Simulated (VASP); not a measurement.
Input of a VASP 6.6.1 run:

The input INCAR:

```
SYSTEM = AlNi
PREC     = Accurate       ! precision mode
ENCUT    = 600            ! plane-wave cutoff, eV
EDIFF    = 1E-6           ! SCF threshold, eV
ISMEAR   = 0              ! smearing method
SIGMA    = 0.15           ! smearing width, eV
LREAL    = .False.        ! projectors in reciprocal space
LASPH    = .True.         ! aspherical terms in the spheres
NELM     = 120            ! most SCF steps
ALGO     = Normal         ! electronic algorithm
ISIF     = 2              ! what is computed and relaxed
LWAVE    = .False.        ! write WAVECAR
LCHARG   = .False.        ! write CHGCAR
GGA      = PS             ! functional
NBANDS   = 21             ! bands
GGA_COMPAT= .False.
```

Contents of KPOINTS:

```
regular mesh
0
Gamma
  18 18 18
  0 0 0
```

Contents of POSCAR:

```
AlNi
1.0
   -2.8621655520      0.0000000000     -2.8621655520
    0.0000000000     -2.8621655520     -2.8621655520
   -2.8621655520     -2.8621655520      0.0000000000
Al Ni
2 2
Direct
    0.5000000000      0.5000000000      0.5000000000
    0.0000000000      0.0000000000      0.0000000000
    0.2657223610      0.2657223610      0.2342776390
    0.7342776390      0.7342776390      0.7657223610
```

Potentials or basis: VASP PAW PBE potentials, release 64 (Al, Ni).

Command:

```bash
$ cat potpaw_PBE.64/Al/POTCAR potpaw_PBE.64/Ni/POTCAR > POTCAR
$ mpirun -np 1 vasp_std > vasp.out
```

(1) What does it give for the pressure?

(2) Predict the largest force.

## Answers

(1) 1.0 GPa.

(2) 0.606 eV/Å.

Caveat: the cell differs from its parent crystal (atoms displaced along a vibrational mode); the PAW data sets were made with another functional, which shifts forces and pressure a little.
